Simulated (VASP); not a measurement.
Here is a VASP 6.6.1 calculation.

INCAR

```
  PREC = Accurate
  ENCUT = 520
  EDIFF = 1E-6
  ISMEAR = -1
  SIGMA = 0.02
  LREAL = Auto
  LASPH = T
  NELM = 100
  ALGO = Normal
  ISIF = 2
  LWAVE = F
  LCHARG = F
  GGA = PE
  NBANDS = 120
```

The input KPOINTS:

```
regular mesh
0
Gamma
  4 4 3
```

Contents of POSCAR:

```
SiO2
1.0
    7.4462000000      0.0000000000      0.0000000000
    0.0000000000      7.4462000000      0.0000000000
    0.0000000000      0.0000000000      8.5838000000
Si O
12 24
Direct
    0.3219162998      0.1162832650      0.2606327773
    0.3837167350      0.8219162998      1.0106327773
    0.6780837002      0.8837167350      0.7606327773
    0.6162832650      0.1780837002      0.5106327773
    0.8219162998      0.3837167350     -0.0106327773
    0.8837167350      0.6780837002      0.2393672227
    0.1780837002      0.6162832650      0.4893672227
    0.1162832650      0.3219162998      0.7393672227
    0.4096941313      0.4096941313      0.0000000000
    0.0903058687      0.9096941313      0.7500000000
    0.5903058687      0.5903058687      0.5000000000
    0.9096941313      0.0903058687      0.2500000000
    0.4314600243      0.1269072370      0.4224988480
    0.3730927630      0.9314600243      0.1724988480
    0.5685399757      0.8730927630      0.9224988480
    0.6269072370      0.0685399757      0.6724988480
    0.9314600243      0.3730927630      0.8275011520
    0.8730927630      0.5685399757      0.0775011520
    0.0685399757      0.6269072370      0.3275011520
    0.1269072370      0.4314600243      0.5775011520
    0.1129703663      0.1207037404      0.3082580644
    0.3792962596      0.6129703663      0.0582580644
    0.8870296337      0.8792962596      0.8082580644
    0.6207037404      0.3870296337      0.5582580644
    0.6129703663      0.3792962596      0.9417419356
    0.8792962596      0.8870296337      0.1917419356
    0.3870296337      0.6207037404      0.4417419356
    0.1207037404      0.1129703663      0.6917419356
    0.3666997678      0.2849552582      0.1489076252
    0.2150447418      0.8666997678      0.8989076252
    0.6333002322      0.7150447418      0.6489076252
    0.7849552582      0.1333002322      0.3989076252
    0.8666997678      0.2150447418      0.1010923748
    0.7150447418      0.6333002322      0.3510923748
    0.1333002322      0.7849552582      0.6010923748
    0.2849552582      0.3666997678      0.8510923748
```

Potentials or basis: VASP PAW PBE potentials, release 64 (Si, O).

Command:

```console
$ cat potpaw_PBE.64/Si/POTCAR potpaw_PBE.64/O/POTCAR > POTCAR
$ mpirun -np 1 vasp_std > vasp.out
```

(1) What does it give for the pressure?

(2) What does it give for the band gap on the k mesh?

(3) Estimate the largest force.

Results:

(1) 4.4 GPa.

(2) 5.74 eV, indirect (least direct gap 5.80 eV).

(3) 0.044 eV/Å.
